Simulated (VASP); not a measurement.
# Mo: single point with PBE

Crystal: Mo.

```xyz
1
Lattice="-1.5944 1.5913 1.5845 1.6124 -1.5431 1.5543 1.6066 1.5553 -1.5363" Properties=species:S:1:pos:R:3 pbc="T T T"
Mo   -0.0831   -0.0073   -0.0091
```

```json
{
  "Program": "VASP 6.6.1",
  "Task": "single point",
  "Functional": "PBE",
  "Potentials or basis": "VASP PAW PBE potentials, release 64 (Mo_sv)",
  "Cutoff": "500 eV",
  "k mesh": "8 × 8 × 8",
  "Occupations": "methfessel-paxton, width 0.1 eV",
  "Spin": "no spin polarisation",
  "Dipole correction": "no",
  "Further INCAR settings": "ALGO = Normal; EDIFF = 1e-06; NBANDS = 13"
}
```

* Pressure: -0.5 GPa
* Band gap on the k mesh: zero (bands 7 and 8 overlap by 4.65 eV)

Stress tensor (GPa, compression positive):
```
-4.25 -0.66 -0.98
-0.66  1.05 -2.24
-0.98 -2.24  1.63
```

Levels at points of the mesh, in eV from the Fermi level:
| k point | band 4 | band 5 | band 6 | band 7 | band 8 | band 9 | band 10 | band 11 |
| --- | --- | --- | --- | --- | --- | --- | --- | --- |
| (0.00, 0.00, 0.00) | -34.44 | -7.07 | -1.56 | -1.18 | -0.96 | 1.57 | 1.94 | 14.61 |
| (0.50, 0.00, 0.00) | -34.48 | -5.12 | -3.49 | 1.56 | 2.14 | 2.67 | 4.61 | 11.30 |
| (0.00, 0.50, 0.00) | -34.47 | -5.10 | -3.17 | 1.54 | 1.67 | 2.45 | 4.64 | 11.32 |
| (0.50, 0.50, 0.00) | -34.48 | -5.11 | -3.09 | 1.56 | 1.67 | 2.31 | 4.74 | 11.50 |
| (0.00, 0.00, 0.50) | -34.47 | -5.10 | -3.13 | 1.55 | 1.62 | 2.39 | 4.65 | 11.34 |
| (0.50, 0.00, 0.50) | -34.48 | -5.11 | -3.11 | 1.57 | 1.72 | 2.31 | 4.76 | 11.57 |
| (0.00, 0.50, 0.50) | -34.52 | -5.16 | -3.33 | 1.85 | 2.06 | 2.29 | 4.94 | 11.75 |
| (0.50, 0.50, 0.50) | -35.30 | -5.24 | -5.17 | 3.69 | 3.99 | 4.29 | 8.62 | 9.09 |

Wall time 22 s on 1 thread of AMD EPYC 7R13 Processor (Zen 3), on a shared host, peak memory 0.13 GiB.
